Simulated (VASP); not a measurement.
Write the native input for VASP 6.6.1 that does the following.

```yaml
Task: single point
Functional: PBE
Potentials_or_basis: VASP PAW PBE potentials, release 64 (Ta_sv_GW, N)
Cutoff: 700 eV
k_mesh: 7 × 7 × 4
Occupations: gaussian, width 0.05 eV
Spin: no spin polarisation
Hubbard_terms: Ta d U = 7.0 eV
Dipole_correction: no
Further_INCAR_settings: ALGO = Normal; EDIFF = 1e-06; NBANDS = 26
```

The structure of TaN lies in POSCAR:

```
TaN
1.0
    3.0480018400      0.0000000000      0.0000000000
   -1.5240009200      2.6396470300      0.0000000000
    0.0000000000      0.0000000000      4.9179997800
Ta N
2 2
Direct
    0.0000000000      0.0000000000      0.0000000000
    0.0000000000      0.0000000000      0.5000000000
    0.3333333333      0.6666666667      0.2500000000
    0.6666666667      0.3333333333      0.7500000000
```

These files were run (other wordings do the same):

INCAR

```
  PREC = Accurate
  ENCUT = 700
  EDIFF = 1E-6
  ISMEAR = 0
  SIGMA = 0.05
  LREAL = False
  LASPH = True
  NELM = 200
  ALGO = Normal
  ISIF = 2
  LWAVE = False
  LCHARG = False
  LMAXMIX = 4
  LDAU = True
  LDAUTYPE = 2
  LDAUL = 2 -1
  LDAUU = 7 0
  LDAUJ = 0 0
  LDAUPRINT = 1
  GGA = PE
  NBANDS = 26
  GGA_COMPAT = False
```

KPOINTS

```
Automatic mesh
0
Gamma
  7 7 4
```

Potentials or basis: VASP PAW PBE potentials, release 64 (Ta_sv_GW, N).

Command:

```bash
$ cat potpaw_PBE.64/Ta_sv_GW/POTCAR potpaw_PBE.64/N/POTCAR > POTCAR
$ mpirun -np 1 vasp_std > vasp.out
```

Results of the run:

* Pressure: 87.6 GPa
* Band gap on the k mesh: zero (bands 18 and 19 overlap by 2.19 eV)

Caveat: the stress differs along the axes, from 56 to 151 GPa; spin-orbit coupling is left out, which moves the levels of the heavy elements; U without spin polarisation on a metal has little footing.

Wall time 62 s on 1 thread of AMD EPYC 7R13 Processor (Zen 3) (shared host), peak memory 0.17 GiB.
